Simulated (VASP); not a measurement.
The system is BN.

```
B N
1.0
     0.00000    1.75465    1.75465
     1.75465    0.00000    1.75465
     1.75465    1.75465    0.00000
B N
1 1
Cartesian
  0.0000 0.0000 0.0000
  0.8773 0.8773 0.8773
```

This cell differs from its parent crystal: strain -2.8%.

Base run:

| Item | Value |
| --- | --- |
| Program | VASP 6.6.1 |
| Functional | PBE |
| Potentials or basis | VASP PAW PBE potentials, release 64 (B, N) |
| Cutoff | 520 eV |
| k mesh | 12 × 12 × 12 |
| Occupations | fermi-dirac, width 0.02 eV |
| Spin | no spin polarisation |

Its results: band gap on the k mesh 4.55 eV (least direct gap 9.25 eV); pressure 43.6 GPa.

Task: The run is repeated on the same cell with these changes: functional from PBE to r2SCAN; occupations from fermi-dirac, width 0.02 eV to gaussian, width 0.01 eV. What comes out?

Result: Band gap on the k mesh 5.08 eV (least direct gap 9.96 eV); pressure 40.1 GPa.

Caveats: the cell stands under pressure; the PAW data sets were made with another functional, which shifts forces and pressure a little (at least some runs).

A k mesh can miss the band edges.
